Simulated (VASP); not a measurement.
A run of VASP 6.6.1 is set up as follows.

INCAR

```
SYSTEM = PbS
PREC = Accurate ; ENCUT = 500
EDIFF = 1E-6 ; ISMEAR = -1
SIGMA = 0.15 ; LREAL = .False.
LASPH = .True. ; NELM = 120
ALGO = Normal ; ISIF = 2
LWAVE = .False. ; LCHARG = .False.
GGA = PS ; NBANDS = 17
GGA_COMPAT = .False.
```

The input KPOINTS:

```
Automatic mesh
0
Gamma
  12 12 12
  0 0 0
```

File POSCAR:

```
PbS
1.0
    3.5873000000      0.0000000000      0.0000000000
    0.0000000000      3.5873000000      0.0000000000
    0.0000000000      0.0000000000      3.5873000000
Pb S
1 1
Direct
    0.0000000000      0.0000000000      0.0000000000
    0.5000000000      0.5000000000      0.5000000000
```

Potentials or basis: VASP PAW PBE potentials, release 64 (Pb_d, S).

Run with:

```console
$ cat potpaw_PBE.64/Pb_d/POTCAR potpaw_PBE.64/S/POTCAR > POTCAR
$ mpirun -np 1 vasp_std > vasp.out
```

**Question.** Predict the pressure.

**Answer.** -0.5 GPa.

**Question.** Estimate the band gap on the k mesh.

**Answer.** Zero (band 10 reaches 6.68 eV, above the bottom of band 11 at 5.93 eV).

Caveat: the PAW data sets were made with another functional, which shifts forces and pressure a little; spin-orbit coupling is left out, which moves the levels of the heavy elements.
